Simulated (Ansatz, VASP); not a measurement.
## V in VASP and in Ansatz

The input INCAR:

```
SYSTEM = V
PREC = Accurate ; ENCUT = 520
EDIFF = 1E-6 ; ISMEAR = -1
SIGMA = 0.05 ; LREAL = .FALSE.
LASPH = .TRUE. ; NELM = 150
ALGO = Fast ; ISIF = 2
LWAVE = .FALSE. ; LCHARG = .FALSE.
ISPIN = 2 ; MAGMOM = 2
LORBIT = 11 ; LMAXMIX = 4
GGA = RP ; NBANDS = 16
```

File KPOINTS:

```
regular mesh
0
G
  12 12 12
  0 0 0
```

The input POSCAR:

```
V
1.0
   -1.5143500000      1.5143500000      1.5143500000
    1.5143500000     -1.5143500000      1.5143500000
    1.5143500000      1.5143500000     -1.5143500000
V
1
Direct
    0.0000000000      0.0000000000      0.0000000000
```

File input.yaml:

```yaml
crystal:
  lattice:
    - [-1.51435, 1.51435, 1.51435]
    - [1.51435, -1.51435, 1.51435]
    - [1.51435, 1.51435, -1.51435]
  atoms:
    - { symbol: V, position: [0.0, 0.0, 0.0], spin: 2.0 }
kpoints:
  mp_grid: { grid: [12, 12, 12] }
  band_path:
    path:
      - [0.0, 0.0, 0.0]
      - [0.5, -0.5, 0.5]
      - [0.0, 0.0, 0.5]
      - [0.0, 0.0, 0.0]
      - [0.25, 0.25, 0.25]
      - [0.5, -0.5, 0.5]
    npoints: 6
scf:
  occupations: { method: fermi_dirac, width: 0.05 }
hamiltonian:
  xc: rpbe
  pseudopotentials: { kind: all_electron, lapw: { basis_error: 0.001 } }
magnetization:
  spin_polarized: true
output:
  forces: true
  stress: true
  eigenvalues: true
```

Alike in both runs: functional RPBE; k mesh 12 × 12 × 12; occupations fermi-dirac, width 0.05 eV; collinear spin.

|  | VASP | Ansatz |
| --- | --- | --- |
| version | VASP 6.6.1 | Ansatz 0.2.0 |
| potentials or method | VASP PAW PBE potentials, release 64 (V_sv), cutoff 520 eV | all-electron LAPW, scalar-relativistic |
| task | single point | band structure |

|  | VASP | Ansatz | Ansatz less VASP |
| --- | --- | --- | --- |
| gap on the k mesh at the Fermi level (eV) | none | none | - |
| pressure (GPa) | -1.0 | -1.3 | -0.32 |
| net moment per atom (μB) | 0.00 | 0.00 | -0.004 |

VASP's potentials were made for PBE, not for RPBE. A gap of «none» marks a metal or a gap that the smearing closes. Ansatz ran all-electron here, and VASP with PAW potentials.
